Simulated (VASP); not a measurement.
# Al4Co (P-43m) in VASP: relaxation of cell and atoms with PBE

Aim: the relaxation of cell and atoms of Al4Co with PBE.

Program: VASP 6.6.1. These are calculated values, not measurements. Logs are shortened: lines on timing, memory, paths and dates and some standing lists are left out, and cuts for length are marked.

## (1) The cell of the first run

Symmetry: P-43m, No. 215, cubic system. The conventional cell has a = 4.153 Å, b = 4.153 Å, c = 4.153 Å, α = 90.00°, β = 90.00°, γ = 90.00°. Al (site symmetry 3m) has 3 Al at 2.05 Å and 1 Co at 2.34 Å within 2.7 Å. Co (site symmetry -43m) has 4 Al at 2.34 Å within 3.1 Å.

The cell was generated, and may not be a known phase.

## (2) Relaxation of cell and atoms, PBE, collinear spin, ferromagnetic start

Contents of INCAR:

```
SYSTEM = Al4Co
PREC = Accurate
ENCUT = 690
EDIFF = 1E-7
ISMEAR = 0
SIGMA = 0.2
LREAL = .False.
LASPH = .True.
NELM = 200
ALGO = Normal
ISIF = 3
LWAVE = .False.
LCHARG = .False.
ISPIN = 2
MAGMOM = 0 0 0 0 3
LORBIT = 11
LMAXMIX = 4
GGA = PE
IBRION = 2
NSW = 36
EDIFFG = -0.08
GGA_COMPAT = .False.
NELMIN = 4
```

Contents of KPOINTS:

```
Automatic mesh
0
Gamma
  4 4 4
  0 0 0
```

Contents of POSCAR:

```
Al4Co
1.0
    4.1526239500      0.0000000000      0.0000000000
    0.0000000000      4.1526239500      0.0000000000
    0.0000000000      0.0000000000      4.1526239500
Al Co
4 1
Direct
    0.8252386400      0.8252386400      0.8252386400
    0.1747613600      0.1747613600      0.8252386400
    0.1747613600      0.8252386400      0.1747613600
    0.8252386400      0.1747613600      0.1747613600
    0.5000000000      0.5000000000      0.5000000000
```

Potentials or basis: VASP PAW PBE potentials, release 64 (Al, Co_sv).

Run with:

```sh
cat potpaw_PBE.64/Al/POTCAR potpaw_PBE.64/Co_sv/POTCAR > POTCAR
mpirun -np 1 vasp_std > vasp.out
```

OUTCAR:

```text
SYSTEM = Al4Co
   PREC = Accurate
   ENCUT = 690
   EDIFF = 1E-7
   ISMEAR = 0
   LREAL = .False.
   LASPH = .True.
   NELM = 200
   ISIF = 3
   ISPIN = 2
   LORBIT = 11
   GGA = PE
   IBRION = 2
   NSW = 36
   EDIFFG = -0.08
   NELMIN = 4

 ion  position               nearest neighbor table
   1  0.825  0.825  0.825-   2 2.05   3 2.05   4 2.05   5 2.34   3 3.07   4 3.07   2 3.07   4 3.07
                             2 3.07   3 3.07
   2  0.175  0.175  0.825-   1 2.05   3 2.05   4 2.05   5 2.34   1 3.07   4 3.07   1 3.07   3 3.07
                             3 3.07   4 3.07
   3  0.175  0.825  0.175-   1 2.05   2 2.05   4 2.05   5 2.34   1 3.07   4 3.07   1 3.07   2 3.07
                             2 3.07   4 3.07
   4  0.825  0.175  0.175-   1 2.05   2 2.05   3 2.05   5 2.34   1 3.07   3 3.07   1 3.07   2 3.07
                             2 3.07   3 3.07
   5  0.500  0.500  0.500-   1 2.34   2 2.34   3 2.34   4 2.34

  LATTYP: Found a simple cubic cell.
 ALAT       =     4.1526239500

  Lattice vectors:

 A1 = (   4.1526239500,   0.0000000000,   0.0000000000)
 A2 = (   0.0000000000,   4.1526239500,   0.0000000000)
 A3 = (   0.0000000000,   0.0000000000,   4.1526239500)

Analysis of symmetry for initial positions (statically):
=====================================================================
 Subroutine PRICEL returns:
 Original cell was already a primitive cell.

 Routine SETGRP: Setting up the symmetry group for a
 simple cubic supercell.

 Subroutine GETGRP returns: Found 24 space group operations
 (whereof 24 operations were pure point group operations)
 out of a pool of 48 trial point group operations.

The static configuration has the point symmetry T_d .

Analysis of symmetry for dynamics (positions and initial velocities):
=====================================================================
 Subroutine PRICEL returns:
 Original cell was already a primitive cell.

 Routine SETGRP: Setting up the symmetry group for a
 simple cubic supercell.

 Subroutine GETGRP returns: Found 24 space group operations
 (whereof 24 operations were pure point group operations)
 out of a pool of 48 trial point group operations.

The dynamic configuration has the point symmetry T_d .

Analysis of structural, dynamic, and magnetic symmetry:
=====================================================================
 Subroutine PRICEL returns:
 Original cell was already a primitive cell.

 Routine SETGRP: Setting up the symmetry group for a
 simple cubic supercell.

 Subroutine GETGRP returns: Found 24 space group operations
 (whereof 24 operations were pure point group operations)
 out of a pool of 48 trial point group operations.

The overall configuration has the point symmetry T_d .

 Subroutine INISYM returns: Found 24 space group operations
 (whereof 24 operations are pure point group operations),
 and found     1 'primitive' translations

----------------------------------------------------------------------------------------

                                     Primitive cell

  volume of cell :      71.6090

  direct lattice vectors                    reciprocal lattice vectors
     4.152623950  0.000000000  0.000000000     0.240811596  0.000000000  0.000000000
     0.000000000  4.152623950  0.000000000     0.000000000  0.240811596  0.000000000
     0.000000000  0.000000000  4.152623950     0.000000000  0.000000000  0.240811596

  length of vectors
     4.152623950  4.152623950  4.152623950     0.240811596  0.240811596  0.240811596

  position of ions in fractional coordinates (direct lattice)
     0.825238640  0.825238640  0.825238640
     0.174761360  0.174761360  0.825238640
     0.174761360  0.825238640  0.174761360
     0.825238640  0.174761360  0.174761360
     0.500000000  0.500000000  0.500000000

  ion indices of the primitive-cell ions
   primitive index   ion index
                 1           1
                 2           2
                 3           3
                 4           4
                 5           5

----------------------------------------------------------------------------------------

 KPOINTS: Automatic mesh

Automatic generation of k-mesh.
 Grid dimensions read from file:
 generate k-points for:    4    4    4

 Generating k-lattice:

  Cartesian coordinates                     Fractional coordinates (reciprocal lattice)
     0.060202899  0.000000000  0.000000000     0.250000000  0.000000000  0.000000000
     0.000000000  0.060202899  0.000000000     0.000000000  0.250000000  0.000000000
     0.000000000  0.000000000  0.060202899     0.000000000  0.000000000  0.250000000

  Length of vectors
     0.060202899  0.060202899  0.060202899

  Shift w.r.t. Gamma in fractional coordinates (k-lattice)
     0.000000000  0.000000000  0.000000000

 Subroutine IBZKPT returns following result:
 ===========================================

 Found     10 irreducible k-points:

 Following reciprocal coordinates:
            Coordinates               Weight
  0.000000  0.000000  0.000000      1.000000
  0.250000  0.000000  0.000000      6.000000
  0.500000  0.000000  0.000000      3.000000
  0.250000  0.250000  0.000000     12.000000
  0.500000  0.250000  0.000000     12.000000
  0.500000  0.500000  0.000000      3.000000
  0.250000  0.250000  0.250000      8.000000
  0.500000  0.250000  0.250000     12.000000
  0.500000  0.500000  0.250000      6.000000
  0.500000  0.500000  0.500000      1.000000
   k-points           NKPTS =     10   k-points in BZ     NKDIM =     10   number of bands    NBANDS=     20
   number of dos      NEDOS =    301   number of ions     NIONS =      5
   total plane-waves  NPLWV =  46656
   dimension x,y,z NGX =    36 NGY =   36 NGZ =   36
   dimension x,y,z NGXF=    72 NGYF=   72 NGZF=   72
   ions per type =               4   1
   NGX,Y,Z   is equivalent  to a cutoff of  14.41, 14.41, 14.41 a.u.
   NGXF,Y,Z  is equivalent  to a cutoff of  28.82, 28.82, 28.82 a.u.
 SYSTEM =  Al4Co
   PREC   = accura    normal or accurate (medium, high low for compatibility)
   ISTART =      0    job   : 0-new  1-cont  2-samecut
   ICHARG =      2    charge: 1-file 2-atom 10-const
   ISPIN  =      2    spin polarized calculation?
   LNONCOLLINEAR =      F non collinear calculations
   LSORBIT =      F    spin-orbit coupling
   LASPH  =      T    aspherical Exc in radial PAW
   ENCUT  =  690.0 eV  50.71 Ry    7.12 a.u.   8.89  8.89  8.89*2*pi/ulx,y,z
   NELM   =    200;   NELMIN=  4; NELMDL= -5     # of ELM steps
   EDIFF  = 0.1E-06   stopping-criterion for ELM
   LREAL  =      F    real-space projection
   EDIFFG = -.8E-01   stopping-criterion for IOM
   NSW    =     36    number of steps for IOM
   IBRION =      2    ionic relax: 0-MD 1-quasi-New 2-CG
   NFREE  =      1    steps in history (QN), initial steepest desc. (CG)
   ISIF   =      3    stress and relaxation
   ISYM   =      2    0-nonsym 1-usesym 2-fastsym
   POTIM  = 0.5000    time-step for ionic-motion
   TEBEG  =    0.0;   TEEND  =   0.0 temperature during run
   PSTRESS=    0.0 pullay stress
   NELECT =      29.0000    total number of electrons
   NUPDOWN=      -1.0000    fix difference up-down
   EMIN   =  10.00;   EMAX   =-10.00  energy-range for DOS
   EFERMI =   0.00;   METHOD = LEGACY
   ISMEAR =     0;   SIGMA  =   0.20  broadening in eV -4-tet -1-fermi 0-gaus
   EFERMI_NEDOS =   21; number of points for ismear=-14 and -15
   IALGO  =     38    algorithm
   IMIX   =      4    mixing-type and parameters
     AMIX     =   0.40;   BMIX     =  1.00
     AMIX_MAG =   1.60;   BMIX_MAG =  1.00
  volume/ion in A,a.u.               =      14.32        96.65
  Fermi-wavevector in a.u.,A,eV,Ry     =   1.211207  2.288849 19.960038  1.467021
  Thomas-Fermi vector in A             =   2.346729
   LORBIT       =     11    0 simple, 1 ext, 2 COOP (PROOUT), +10 PAW based schemes
   GGA     = PE    functional components
   LHFCALC =     F    Hartree Fock is set to
   AEXX    =    0.0000 exact exchange contribution
   IVDW    =     0    specifies the selected vdW correction
   LEPSILON=     F    determine dielectric tensor
   LRPA    =     F    only Hartree local field effects (RPA)
 conjugate gradient relaxation of ions
 spin polarized calculation
 Gauss-broadening in eV      SIGMA  =   0.20
  energy-cutoff  :      690.00
  volume of cell :       71.61
 maximum number of plane-waves:      3016
 NGX is ok and might be reduce to    36
   NGX = 17   NGY = 17   NGZ = 17

--------------------------------------- Ionic step        1  -------------------------------------------

 number of electron      29.0000004 magnetization       0.0015308

 number of electron      29.0000004 magnetization      -0.0009264

 Free energy of the ion-electron system (eV)
  ---------------------------------------------------
  ext. energy  EPLUGINS =         0.00000000
  ---------------------------------------------------
  free energy    TOTEN  =       -12.44321569 eV

  energy without entropy =      -12.36905522  energy(sigma->0) =      -12.40613545

------------------------ aborting loop because EDIFF is reached ----------------------------------------

  FORCE on cell =-STRESS in cart. coord.  units (eV):
  Direction    XX          YY          ZZ          XY          YZ          ZX
  --------------------------------------------------------------------------------------
  -------------------------------------------------------------------------------------
  Total       22.8721307     22.8721307     22.8721307      0.0000000      0.0000000      0.0000000
  in kB      511.7400329    511.7400329    511.7400329      0.0000000      0.0000000      0.0000000
  external PRESSURE =     511.7400329 kB  Pullay stress =       0.0000000 kB
[... 574 lines left out ...]
  FREE ENERGIE OF THE ION-ELECTRON SYSTEM (eV)
  ---------------------------------------------------
  free  energy   TOTEN  =       -16.7614630444 eV

  energy  without entropy=      -16.6935138721  energy(sigma->0) =      -16.72748846

[... ionic steps 4 to 7 ...]

--------------------------------------- Ionic step        8  -------------------------------------------

 number of electron      29.0000039 magnetization       0.0000150

 number of electron      29.0000039 magnetization      -0.0000176
[... 551 lines left out ...]
 number of electron      29.0000006 magnetization      -0.0000195

 number of electron      29.0000006 magnetization       0.0000075

 Free energy of the ion-electron system (eV)
  ---------------------------------------------------
  ext. energy  EPLUGINS =         0.00000000
  ---------------------------------------------------
  free energy    TOTEN  =       -20.17318021 eV

  energy without entropy =      -20.09365816  energy(sigma->0) =      -20.13341919

 E-fermi :   6.3211     XC(G=0):  -9.9726

 val. band max:        6.3088638390   @ k =   0.5000   0.0000   0.0000
 cond. band min:       6.3461351346   @ k =   0.5000   0.5000   0.2500
 fundamental gap:      0.0372712956
 Fermi energy:         6.3211164148
[... 495 lines left out ...]
  FREE ENERGIE OF THE ION-ELECTRON SYSTEM (eV)
  ---------------------------------------------------
  free  energy   TOTEN  =       -20.1731802087 eV

  energy  without entropy=      -20.0936581618  energy(sigma->0) =      -20.13341919

 reached required accuracy - stopping structural energy minimisation

 total charge

# of ion       s       p       d       tot
------------------------------------------
    1        0.463   0.322   0.000   0.784
    2        0.463   0.322   0.000   0.784
    3        0.463   0.322   0.000   0.784
    4        0.463   0.322   0.000   0.784
    5        2.275   6.061   6.937  15.273
--------------------------------------------------
tot          4.125   7.347   6.937  18.409

 magnetization (x)

# of ion       s       p       d       tot
------------------------------------------
    1       -0.000   0.000   0.000  -0.000
    2       -0.000   0.000   0.000  -0.000
    3       -0.000   0.000   0.000  -0.000
    4       -0.000   0.000   0.000  -0.000
    5        0.000   0.000   0.000   0.000
--------------------------------------------------
tot          0.000   0.000   0.000   0.000
```

Run time: 6.1 min. Hardware: 1 thread of Intel Xeon Platinum 8488C (Sapphire Rapids), shared host; peak memory 0.26 GiB.

Results:

```
Free energy                                           : -20.1732 eV
Relaxed volume                                        : 18.08 Å³/atom
Relaxed cell                                          : a = 4.488 Å, b = 4.488 Å, c = 4.488 Å, α = 90.00°, β = 90.00°, γ = 90.00°
Space group after relaxing (to 0.1 Å)                 : P-43m (No. 215)
Energy gained by relaxing                             : 1546.0 meV/atom
Ionic steps                                           : 10
Pressure after relaxing                               : -0.4 GPa
Largest force after relaxing                          : 0.023 eV/Å
Net moment                                            : 0.00 μB per cell
Valence electrons inside the program's atomic spheres : Al 0.78; Co 15.27
```

Forces on the atoms (eV/Å):
```
Al   0.013  0.013  0.013
Al  -0.013 -0.013  0.013
Al  -0.013  0.013 -0.013
Al   0.013 -0.013 -0.013
Co   0.000  0.000  0.000
```

Step by step:
```csv
step,energy change (eV),largest force (eV/Å),pressure (GPa),volume (Å³)
1,0.0000,14.4923,51.17,71.61
2,-3.3923,3.6413,4.86,130.25
3,-4.3182,3.1760,2.85,121.98
4,-5.1023,2.8904,1.12,115.09
5,-7.5389,1.2855,0.21,91.64
6,-7.3408,1.5659,9.09,81.21
7,-7.6767,0.6984,1.94,88.20
8,-7.6941,0.3120,3.03,86.61
9,-7.6941,0.3952,2.75,86.93
10,-7.7300,0.0227,-0.41,90.39
```

Final structure:
```
Al Co
1.0
     4.48783    0.00000    0.00000
     0.00000    4.48783    0.00000
     0.00000    0.00000    4.48783
Al Co
4 1
Cartesian
  3.5332 3.5332 3.5332
  0.9546 0.9546 3.5332
  0.9546 3.5332 0.9546
  3.5332 0.9546 0.9546
  2.2439 2.2439 2.2439
```

Caveat: the k points lie up to 0.35 Å⁻¹ apart in the final cell; the volume moved by over 15 % at a fixed basis, so the end points are rough; the moments typed at the start vanished in this run.
